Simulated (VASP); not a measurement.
Wanted: the native input for a VASP 6.6.1 run.

```
Task                   : single point
Functional             : r2SCAN
Potentials or basis    : VASP PAW PBE potentials, release 64 (Pt)
Cutoff                 : 520 eV
k mesh                 : 10 × 10 × 5
Occupations            : fermi-dirac, width 0.1 eV
Spin                   : no spin polarisation
Dipole correction      : no
Further INCAR settings : ALGO = Normal; EDIFF = 1e-07; NBANDS = 17
```

The system is Pt.

```
Pt
1.0
     2.76067    0.00000    0.00000
    -1.38033    2.39081    0.00000
     0.00000    0.00000    4.79213
Pt
2
Direct
  0.66667 0.33333 0.75000
  0.33333 0.66667 0.25000
```

The input as run:

POSCAR

```
Pt
1.0
    2.7606660000      0.0000000000      0.0000000000
   -1.3803330000      2.3908070000      0.0000000000
    0.0000000000      0.0000000000      4.7921340000
Pt
2
Direct
    0.6666666667      0.3333333333      0.7500000000
    0.3333333333      0.6666666667      0.2500000000
```

INCAR.step1

```
SYSTEM = Pt
PREC     = Accurate       ! precision mode
ENCUT    = 520            ! plane-wave cutoff, eV
ISMEAR   = -1             ! smearing method
SIGMA    = 0.1            ! smearing width, eV
LREAL    = .FALSE.        ! projectors in reciprocal space
LASPH    = .TRUE.         ! aspherical terms in the spheres
NELM     = 100            ! most SCF steps
NBANDS   = 17             ! bands
GGA      = PE             ! functional
ALGO     = Normal         ! electronic algorithm
EDIFF    = 1E-4           ! SCF threshold, eV
LWAVE    = .TRUE.         ! write WAVECAR
LCHARG   = .FALSE.        ! write CHGCAR
```

INCAR.step2

```
SYSTEM = Pt
PREC     = Accurate       ! precision mode
ENCUT    = 520            ! plane-wave cutoff, eV
EDIFF    = 1E-7           ! SCF threshold, eV
ISMEAR   = -1             ! smearing method
SIGMA    = 0.1            ! smearing width, eV
LREAL    = .FALSE.        ! projectors in reciprocal space
LASPH    = .TRUE.         ! aspherical terms in the spheres
NELM     = 100            ! most SCF steps
ALGO     = Normal         ! electronic algorithm
ISIF     = 2              ! what is computed and relaxed
LWAVE    = .FALSE.        ! write WAVECAR
LCHARG   = .TRUE.         ! write CHGCAR
METAGGA  = R2SCAN         ! meta-GGA
LMIXTAU  = .TRUE.       
LELF     = .TRUE.         ! ELF
LVHAR    = .TRUE.       
NBANDS   = 17             ! bands
ISTART   = 1
```

KPOINTS

```
regular mesh
0
G
  10 10 5
  0 0 0
```

Potentials or basis: VASP PAW PBE potentials, release 64 (Pt).

Command:

```sh
$ cat potpaw_PBE.64/Pt/POTCAR > POTCAR
$ cp INCAR.step1 INCAR
$ mpirun -np 1 vasp_std > vasp.out
$ cp INCAR.step2 INCAR
$ mpirun -np 1 vasp_std > vasp.out
```

Results of the run:

```
Pressure               : -5.6 GPa
Band gap on the k mesh : zero (band 10 reaches 10.61 eV, above the bottom of band 11 at 9.38 eV)
```

Caveat: the PAW data sets were made with another functional, which shifts forces and pressure a little; spin-orbit coupling is left out, which moves the levels of the heavy elements.

It took 72 s on 1 thread of Intel(R) Xeon(R) Platinum 8259CL CPU @ 2.50GHz (Skylake/Cascade Lake) (shared host), peak memory 0.17 GiB.
